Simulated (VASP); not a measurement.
# TaTe in VASP: notebook

Runs on TaTe. Level: PBE. Tasks: single point.

Program: VASP 6.6.1. These are calculated values, not measurements. Logs are shortened: lines on timing, memory, paths and dates and some standing lists are left out, and cuts for length are marked.

### Step 1. The cell of the first run

It takes space group F-43m (No. 216, cubic). Conventional cell: a = 6.320 Å, b = 6.320 Å, c = 6.320 Å, α = 90.00°, β = 90.00°, γ = 90.00°. Ta (site symmetry -43m) has 4 Te at 2.74 Å within 3.6 Å. Within 3.6 Å of Te (site symmetry -43m) lie 4 Ta at 2.74 Å.

### Step 2. Single point, PBE, collinear spin, ferromagnetic start

File INCAR:

```
SYSTEM = TaTe
  PREC = Accurate
  ENCUT = 520
  EDIFF = 1E-7
  ISMEAR = 0
  SIGMA = 0.05
  LREAL = .FALSE.
  LASPH = .TRUE.
  NELM = 150
  ALGO = Normal
  ISIF = 2
  LWAVE = .FALSE.
  LCHARG = .FALSE.
  ISPIN = 2
  MAGMOM = 2 0
  LORBIT = 11
  LMAXMIX = 4
  GGA = PE
  NBANDS = 20
```

File KPOINTS:

```
Automatic mesh
0
G
  12 12 12
  0 0 0
```

File POSCAR:

```
TaTe
1.0
    0.0000000000      3.1599278669      3.1599278669
    3.1599278669      0.0000000000      3.1599278669
    3.1599278669      3.1599278669      0.0000000000
Ta Te
1 1
Direct
    0.0000000000      0.0000000000      0.0000000000
    0.2500000000      0.2500000000      0.2500000000
```

Potentials or basis: VASP PAW PBE potentials, release 64 (Ta_pv, Te).

The run is started by

```bash
$ cat potpaw_PBE.64/Ta_pv/POTCAR potpaw_PBE.64/Te/POTCAR > POTCAR
$ mpirun -np 1 vasp_std > vasp.out
```

OUTCAR:

```text
SYSTEM = TaTe
   PREC = Accurate
   ENCUT = 520
   EDIFF = 1E-7
   ISMEAR = 0
   LREAL = .FALSE.
   LASPH = .TRUE.
   NELM = 150
   ISIF = 2
   ISPIN = 2
   LORBIT = 11
   GGA = PE

 ion  position               nearest neighbor table
   1  0.000  0.000  0.000-   2 2.74   2 2.74   2 2.74   2 2.74
   2  0.250  0.250  0.250-   1 2.74   1 2.74   1 2.74   1 2.74

  LATTYP: Found a face centered cubic cell.
 ALAT       =     6.3198557338

  Lattice vectors:

 A1 = (   0.0000000000,   3.1599278669,   3.1599278669)
 A2 = (   3.1599278669,   0.0000000000,   3.1599278669)
 A3 = (   3.1599278669,   3.1599278669,   0.0000000000)

Analysis of symmetry for initial positions (statically):
=====================================================================
 Subroutine PRICEL returns:
 Original cell was already a primitive cell.

 Routine SETGRP: Setting up the symmetry group for a
 face centered cubic supercell.

 Subroutine GETGRP returns: Found 24 space group operations
 (whereof 24 operations were pure point group operations)
 out of a pool of 48 trial point group operations.

The static configuration has the point symmetry T_d .

Analysis of symmetry for dynamics (positions and initial velocities):
=====================================================================
 Subroutine PRICEL returns:
 Original cell was already a primitive cell.

 Routine SETGRP: Setting up the symmetry group for a
 face centered cubic supercell.

 Subroutine GETGRP returns: Found 24 space group operations
 (whereof 24 operations were pure point group operations)
 out of a pool of 48 trial point group operations.

The dynamic configuration has the point symmetry T_d .

Analysis of structural, dynamic, and magnetic symmetry:
=====================================================================
 Subroutine PRICEL returns:
 Original cell was already a primitive cell.

 Routine SETGRP: Setting up the symmetry group for a
 face centered cubic supercell.

 Subroutine GETGRP returns: Found 24 space group operations
 (whereof 24 operations were pure point group operations)
 out of a pool of 48 trial point group operations.

The overall configuration has the point symmetry T_d .

 Subroutine INISYM returns: Found 24 space group operations
 (whereof 24 operations are pure point group operations),
 and found     1 'primitive' translations

----------------------------------------------------------------------------------------

                                     Primitive cell

  volume of cell :      63.1047

  direct lattice vectors                    reciprocal lattice vectors
     0.000000000  3.159927867  3.159927867    -0.158231460  0.158231460  0.158231460
     3.159927867  0.000000000  3.159927867     0.158231460 -0.158231460  0.158231460
     3.159927867  3.159927867  0.000000000     0.158231460  0.158231460 -0.158231460

  length of vectors
     4.468812845  4.468812845  4.468812845     0.274064928  0.274064928  0.274064928

  position of ions in fractional coordinates (direct lattice)
     0.000000000  0.000000000  0.000000000
     0.250000000  0.250000000  0.250000000

  ion indices of the primitive-cell ions
   primitive index   ion index
                 1           1
                 2           2

----------------------------------------------------------------------------------------

 KPOINTS: Automatic mesh

Automatic generation of k-mesh.
 Grid dimensions read from file:
 generate k-points for:   12   12   12

 Generating k-lattice:

  Cartesian coordinates                     Fractional coordinates (reciprocal lattice)
    -0.013185955  0.013185955  0.013185955     0.083333333  0.000000000  0.000000000
     0.013185955 -0.013185955  0.013185955     0.000000000  0.083333333  0.000000000
     0.013185955  0.013185955 -0.013185955     0.000000000  0.000000000  0.083333333

  Length of vectors
     0.022838744  0.022838744  0.022838744

  Shift w.r.t. Gamma in fractional coordinates (k-lattice)
     0.000000000  0.000000000  0.000000000

 Subroutine IBZKPT returns following result:
 ===========================================

 Found     72 irreducible k-points:

 Following reciprocal coordinates:
            Coordinates               Weight
  0.000000  0.000000  0.000000      1.000000
  0.083333  0.000000  0.000000      8.000000
  0.166667  0.000000  0.000000      8.000000
  0.250000  0.000000  0.000000      8.000000
  0.333333  0.000000  0.000000      8.000000
  0.416667  0.000000  0.000000      8.000000
[... 16 lines left out ...]
  0.500000  0.166667  0.000000     24.000000
 -0.416667  0.166667  0.000000     24.000000
 [... further k-points ...]
   k-points           NKPTS =     72   k-points in BZ     NKDIM =     72   number of bands    NBANDS=     20
   number of dos      NEDOS =    301   number of ions     NIONS =      2
   total plane-waves  NPLWV =  46656
   dimension x,y,z NGX =    36 NGY =   36 NGZ =   36
   dimension x,y,z NGXF=    72 NGYF=   72 NGZF=   72
   ions per type =               1   1
   NGX,Y,Z   is equivalent  to a cutoff of  13.39, 13.39, 13.39 a.u.
   NGXF,Y,Z  is equivalent  to a cutoff of  26.78, 26.78, 26.78 a.u.
 SYSTEM =  TaTe
   PREC   = accura    normal or accurate (medium, high low for compatibility)
   ISTART =      0    job   : 0-new  1-cont  2-samecut
   ICHARG =      2    charge: 1-file 2-atom 10-const
   ISPIN  =      2    spin polarized calculation?
   LNONCOLLINEAR =      F non collinear calculations
   LSORBIT =      F    spin-orbit coupling
   LASPH  =      T    aspherical Exc in radial PAW
   ENCUT  =  520.0 eV  38.22 Ry    6.18 a.u.   8.31  8.31  8.31*2*pi/ulx,y,z
   NELM   =    150;   NELMIN=  2; NELMDL= -5     # of ELM steps
   EDIFF  = 0.1E-06   stopping-criterion for ELM
   LREAL  =      F    real-space projection
   EDIFFG = 0.1E-05   stopping-criterion for IOM
   NSW    =      0    number of steps for IOM
   IBRION =     -1    ionic relax: 0-MD 1-quasi-New 2-CG
   NFREE  =      0    steps in history (QN), initial steepest desc. (CG)
   ISIF   =      2    stress and relaxation
   ISYM   =      2    0-nonsym 1-usesym 2-fastsym
   POTIM  = 0.5000    time-step for ionic-motion
   TEBEG  =    0.0;   TEEND  =   0.0 temperature during run
   PSTRESS=    0.0 pullay stress
   NELECT =      17.0000    total number of electrons
   NUPDOWN=      -1.0000    fix difference up-down
   EMIN   =  10.00;   EMAX   =-10.00  energy-range for DOS
   EFERMI =   0.00;   METHOD = LEGACY
   ISMEAR =     0;   SIGMA  =   0.05  broadening in eV -4-tet -1-fermi 0-gaus
   EFERMI_NEDOS =   21; number of points for ismear=-14 and -15
   IALGO  =     38    algorithm
   IMIX   =      4    mixing-type and parameters
     AMIX     =   0.40;   BMIX     =  1.00
     AMIX_MAG =   1.60;   BMIX_MAG =  1.00
  volume/ion in A,a.u.               =      31.55       212.93
  Fermi-wavevector in a.u.,A,eV,Ry     =   1.057314  1.998034 15.210127  1.117913
  Thomas-Fermi vector in A             =   2.192582
   LORBIT       =     11    0 simple, 1 ext, 2 COOP (PROOUT), +10 PAW based schemes
   GGA     = PE    functional components
   LHFCALC =     F    Hartree Fock is set to
   AEXX    =    0.0000 exact exchange contribution
   IVDW    =     0    specifies the selected vdW correction
   LEPSILON=     F    determine dielectric tensor
   LRPA    =     F    only Hartree local field effects (RPA)
 spin polarized calculation
 Gauss-broadening in eV      SIGMA  =   0.05
  energy-cutoff  :      520.00
  volume of cell :       63.10
 maximum number of plane-waves:      1731
 NGX is ok and might be reduce to    36
   NGX = 17   NGY = 17   NGZ = 17

 number of electron      17.0000001 magnetization       2.1342420

 Free energy of the ion-electron system (eV)
  ---------------------------------------------------
  ext. energy  EPLUGINS =         0.00000000
  ---------------------------------------------------
  free energy    TOTEN  =       -13.04725187 eV

  energy without entropy =      -13.04387175  energy(sigma->0) =      -13.04556181

 E-fermi :   4.6894     XC(G=0):  -9.3219

 val. band max:        4.6850261515   @ k =   0.5000   0.4167   0.0000
 cond. band min:       4.6922073643   @ k =   0.4167   0.4167   0.0000
 fundamental gap:      0.0071812128
 Fermi energy:         4.6894178993

 spin component 1

 k-point     1 :       0.0000    0.0000    0.0000
  band No.  band energies     occupation
      1     -30.5086      1.00000
      2     -30.5086      1.00000
      3     -30.5086      1.00000
      4      -8.0893      1.00000
      5       0.6568      1.00000
      6       0.6568      1.00000
[... 12 lines left out ...]
     19      14.8324      0.00000
     20      14.8324      0.00000

 k-point     2 :       0.0833    0.0000    0.0000
  band No.  band energies     occupation
      1     -30.5100      1.00000
      2     -30.5088      1.00000
      3     -30.5088      1.00000
      4      -8.0455      1.00000
      5       0.5147      1.00000
      6       0.6774      1.00000
[... 12 lines left out ...]
     19      14.7458      0.00000
     20      14.7714      0.00000

 k-point     3 :       0.1667    0.0000    0.0000
  band No.  band energies     occupation
      1     -30.5135      1.00000
      2     -30.5094      1.00000
      3     -30.5094      1.00000
      4      -7.9226      1.00000
      5       0.1793      1.00000
      6       0.7309      1.00000
[... 12 lines left out ...]
     19      14.6223      0.00000
     20      15.5121      0.00000

 k-point     4 :       0.2500    0.0000    0.0000
  band No.  band energies     occupation
      1     -30.5184      1.00000
      2     -30.5101      1.00000
      3     -30.5101      1.00000
      4      -7.7462      1.00000
      5      -0.1978      1.00000
      6       0.7964      1.00000
[... 429 lines left out ...]
 k-point    23 :       0.5000    0.1667    0.0000
  band No.  band energies     occupation
      1     -30.5268      1.00000
      2     -30.5141      1.00000
      3     -30.5126      1.00000
      4      -7.2974      1.00000
      5      -0.6743      1.00000
      6       0.6130      1.00000
[... 12 lines left out ...]
     19      15.4988      0.00000
     20      17.2799      0.00000

 k-point    24 :      -0.4167    0.1667    0.0000
  band No.  band energies     occupation
      1     -30.5270      1.00000
      2     -30.5146      1.00000
      3     -30.5123      1.00000
      4      -7.2835      1.00000
      5      -0.6508      1.00000
      6       0.5458      1.00000
[... 12 lines left out ...]
     19      15.1131      0.00000
     20      17.4832      0.00000

 [... further k-points ...]

 spin component 2

 k-point     1 :       0.0000    0.0000    0.0000
  band No.  band energies     occupation
      1     -29.6061      1.00000
      2     -29.6061      1.00000
      3     -29.6061      1.00000
      4      -7.9357      1.00000
      5       1.0572      1.00000
      6       1.0572      1.00000
[... 12 lines left out ...]
     19      15.3034      0.00000
     20      15.3034      0.00000

 k-point     2 :       0.0833    0.0000    0.0000
  band No.  band energies     occupation
      1     -29.6075      1.00000
      2     -29.6064      1.00000
      3     -29.6064      1.00000
      4      -7.8959      1.00000
      5       0.9195      1.00000
      6       1.0769      1.00000
[... 12 lines left out ...]
     19      15.2317      0.00000
     20      15.3196      0.00000

 k-point     3 :       0.1667    0.0000    0.0000
  band No.  band energies     occupation
      1     -29.6111      1.00000
      2     -29.6069      1.00000
      3     -29.6069      1.00000
      4      -7.7844      1.00000
      5       0.5930      1.00000
      6       1.1295      1.00000
[... 12 lines left out ...]
     19      15.1372      0.00000
     20      16.0934      0.00000

 k-point     4 :       0.2500    0.0000    0.0000
  band No.  band energies     occupation
      1     -29.6161      1.00000
      2     -29.6077      1.00000
      3     -29.6077      1.00000
      4      -7.6255      1.00000
      5       0.2246      1.00000
      6       1.1973      1.00000
[... 429 lines left out ...]
 k-point    23 :       0.5000    0.1667    0.0000
  band No.  band energies     occupation
      1     -29.6247      1.00000
      2     -29.6117      1.00000
      3     -29.6102      1.00000
      4      -7.2273      1.00000
      5      -0.2135      1.00000
      6       1.0305      1.00000
[... 12 lines left out ...]
     19      15.9947      0.00000
     20      17.6372      0.00000

 k-point    24 :      -0.4167    0.1667    0.0000
  band No.  band energies     occupation
      1     -29.6249      1.00000
      2     -29.6122      1.00000
      3     -29.6099      1.00000
      4      -7.2152      1.00000
      5      -0.1940      1.00000
      6       0.9668      1.00000
[... 12 lines left out ...]
     19      15.6862      0.00000
     20      17.8824      0.00000

 [... further k-points ...]
[... 5 lines left out ...]
  --------------------------------------------------------------------------------------
  -------------------------------------------------------------------------------------
  Total        0.0720315      0.0720315      0.0720315      0.0000000      0.0000000      0.0000000
  in kB        1.8288218      1.8288218      1.8288218      0.0000000      0.0000000      0.0000000
  external PRESSURE =       1.8288218 kB  Pullay stress =       0.0000000 kB

 VOLUME and BASIS-vectors are now :
 -----------------------------------------------------------------------------
  energy-cutoff  :      520.00
  volume of cell :       63.10
      direct lattice vectors                 reciprocal lattice vectors
     0.000000000  3.159927867  3.159927867    -0.158231460  0.158231460  0.158231460
     3.159927867  0.000000000  3.159927867     0.158231460 -0.158231460  0.158231460
     3.159927867  3.159927867  0.000000000     0.158231460  0.158231460 -0.158231460

 POSITION                                       TOTAL-FORCE (eV/Angst)
 -----------------------------------------------------------------------------------
      0.00000      0.00000      0.00000        -0.000000      0.000000      0.000000
      1.57996      1.57996      1.57996         0.000000     -0.000000     -0.000000
 -----------------------------------------------------------------------------------
    total drift:                                0.000000      0.000000      0.000000

  FREE ENERGIE OF THE ION-ELECTRON SYSTEM (eV)
  ---------------------------------------------------
  free  energy   TOTEN  =       -13.0472518723 eV

  energy  without entropy=      -13.0438717514  energy(sigma->0) =      -13.04556181

 total charge

# of ion       s       p       d       tot
------------------------------------------
    1        0.282   6.062   2.437   8.780
    2        1.324   2.094   0.094   3.512
--------------------------------------------------
tot          1.606   8.156   2.530  12.292

 magnetization (x)

# of ion       s       p       d       tot
------------------------------------------
    1        0.051   0.014   1.378   1.444
    2       -0.014  -0.076   0.055  -0.035
--------------------------------------------------
tot          0.038  -0.062   1.433   1.409
```

Wall time 78 s (1 thread of Intel Xeon 6975P-C (Granite Rapids), shared host); peak memory 0.33 GiB.

What came out:

| Property | Result |
| --- | --- |
| Free energy | -13.0473 eV |
| Pressure | 0.2 GPa |
| Net moment | 2.13 μB per cell |
| Site moments | Ta +1.44; Te -0.04 μB |
| Valence electrons inside the program's atomic spheres | Ta 8.78; Te 3.51 |

Caveat: spin-orbit coupling is left out, which moves the levels of the heavy elements.

### Step 3. Single point, PBE, collinear spin, ferromagnetic start

This run uses another cell than the first one, of 32.50 Å³/atom, 1.030 times its volume.

File INCAR:

```
  PREC = Accurate
  ENCUT = 520
  EDIFF = 1E-6
  ISMEAR = 0
  SIGMA = 0.05
  LREAL = F
  LASPH = T
  NELM = 150
  ALGO = Normal
  ISIF = 2
  LWAVE = F
  LCHARG = F
  ISPIN = 2
  MAGMOM = 1.39 0
  LORBIT = 11
  LMAXMIX = 4
  GGA = PE
  NBANDS = 20
```

File KPOINTS:

```
regular mesh
0
Gamma
  10 10 10
```

File POSCAR:

```
TaTe
1.0
    0.0000000000      3.1599278669      3.2547257029
    3.1599278669      0.0000000000      3.2547257029
    3.1599278669      3.1599278669      0.0000000000
Ta Te
1 1
Direct
    0.0000000000      0.0000000000      0.0000000000
    0.2500000000      0.2500000000      0.2500000000
```

Potentials or basis: VASP PAW PBE potentials, release 64 (Ta_pv, Te).

The run is started by

```bash
$ cat potpaw_PBE.64/Ta_pv/POTCAR potpaw_PBE.64/Te/POTCAR > POTCAR
$ mpirun -np 1 vasp_std > vasp.out
```

It took 98 s on 1 thread of Intel Xeon 6975P-C (Granite Rapids), shared host; peak memory 0.38 GiB.

It converged, with:

```
Free energy                                           : -13.0374 eV
Pressure                                              : -1.7 GPa
Net moment                                            : 2.19 μB per cell
Site moments                                          : Ta +1.48; Te -0.04 μB
Valence electrons inside the program's atomic spheres : Ta 8.75; Te 3.49
```

Stress tensor (GPa, compression positive):
```
-1.68  0.00  0.00
 0.00 -1.68  0.00
 0.00  0.00 -1.83
```

Levels at points of the mesh, in eV from the Fermi level:
Spin up:
| k point | band 8 | band 9 | band 10 | band 11 | band 12 | band 13 |
| --- | --- | --- | --- | --- | --- | --- |
| (0.00, 0.00, 0.00) | -0.61 | -0.46 | 0.41 | 3.84 | 4.01 | 4.01 |
| (0.50, 0.00, 0.00) | -0.31 | -0.28 | -0.22 | 1.76 | 1.87 | 2.45 |
| (0.50, 0.50, 0.00) | -1.28 | -0.86 | 0.03 | 0.66 | 0.66 | 4.99 |
| (0.50, 0.00, 0.50) | -1.20 | -0.87 | 0.02 | 0.68 | 0.68 | 4.88 |
Spin down:
```csv
k point,band 4,band 5,band 6,band 7,band 8,band 9,band 10,band 11
"(0.00, 0.00, 0.00)",-12.52,-3.58,-3.54,-3.54,0.92,1.09,1.14,4.40
"(0.50, 0.00, 0.00)",-11.91,-4.96,-3.37,-3.26,0.65,1.24,1.24,2.50
"(0.50, 0.50, 0.00)",-11.71,-5.20,-3.02,-3.02,-0.55,0.49,1.57,1.57
"(0.50, 0.00, 0.50)",-11.69,-5.13,-3.15,-3.11,-0.48,0.51,1.60,1.61
```

Caveat: spin-orbit coupling is left out, which moves the levels of the heavy elements.

### Step 4. Single point, PBE, collinear spin, ferromagnetic start

File INCAR:

```
ALGO = Normal
EDIFF = 1E-6
ENCUT = 520
GGA = PE
ISIF = 2
ISMEAR = 0
ISPIN = 2
LASPH = True
LCHARG = False
LMAXMIX = 4
LORBIT = 11
LREAL = False
LWAVE = False
MAGMOM = 2 0
NBANDS = 20
NELM = 150
PREC = Accurate
SIGMA = 0.05
```

File KPOINTS:

```
k-points
0
Gamma
  15 15 15
```

File POSCAR:

```
TaTe
1.0
    0.0000000000      3.1599278669      3.1599278669
    3.1599278669      0.0000000000      3.1599278669
    3.1599278669      3.1599278669      0.0000000000
Ta Te
1 1
Direct
    0.0000000000      0.0000000000      0.0000000000
    0.2500000000      0.2500000000      0.2500000000
```

The run is started by

```bash
$ cat potpaw_PBE.64/Ta_pv/POTCAR potpaw_PBE.64/Te/POTCAR > POTCAR
$ mpirun -np 1 vasp_std > vasp.out
```

Wall time 1.8 min (1 thread of Intel Xeon 6975P-C (Granite Rapids), shared host); peak memory 0.4 GiB.

It converged, with:

```
Free energy                                           : -13.0474 eV
Pressure                                              : 0.1 GPa
Net moment                                            : 2.08 μB per cell
Site moments                                          : Ta +1.42; Te -0.03 μB
Valence electrons inside the program's atomic spheres : Ta 8.78; Te 3.51
```

Levels at points of the mesh, in eV from the Fermi level:
Spin up:
```csv
k point,band 5,band 6,band 7,band 8,band 9,band 10,band 11,band 12,band 13,band 14
"(0.00, 0.00, 0.00)",-4.03,-4.03,-4.03,-0.51,-0.51,0.56,4.13,4.13,4.13,5.14
```
Spin down:
```tsv
k point	band 3	band 4	band 5	band 6	band 7	band 8	band 9	band 10	band 11	band 12
(0.00, 0.00, 0.00)	-34.31	-12.62	-3.63	-3.63	-3.63	0.99	0.99	1.14	4.65	4.65
```

Caveat: spin-orbit coupling is left out, which moves the levels of the heavy elements.

### Step 5. Summary

| cell | k mesh | gap on the mesh (eV) | pressure (GPa) | moment (μB) |
| --- | --- | --- | --- | --- |
| a = 4.469 Å, angles 60.0°, 2 atoms | 12 × 12 × 12 | none | 0.2 | 2.13 |
| a = 4.536, b = 4.536, c = 4.469 Å, angles 60.5, 60.5, 59.0°, 2 atoms | 10 × 10 × 10 | none | -1.7 | 2.19 |
| a = 4.469 Å, angles 60.0°, 2 atoms | 15 × 15 × 15 | none | 0.1 | 2.08 |

Alike in all rows: task single point; level PBE; potentials or basis VASP PAW PBE potentials, release 64 (Ta_pv, Te); spin collinear, ferromagnetic start; cutoff (eV) 520; smearing gaussian 0.05 eV.

Caveats: spin-orbit coupling is left out, which moves the levels of the heavy elements.

Absolute energies hang on the potentials; compare differences alone.
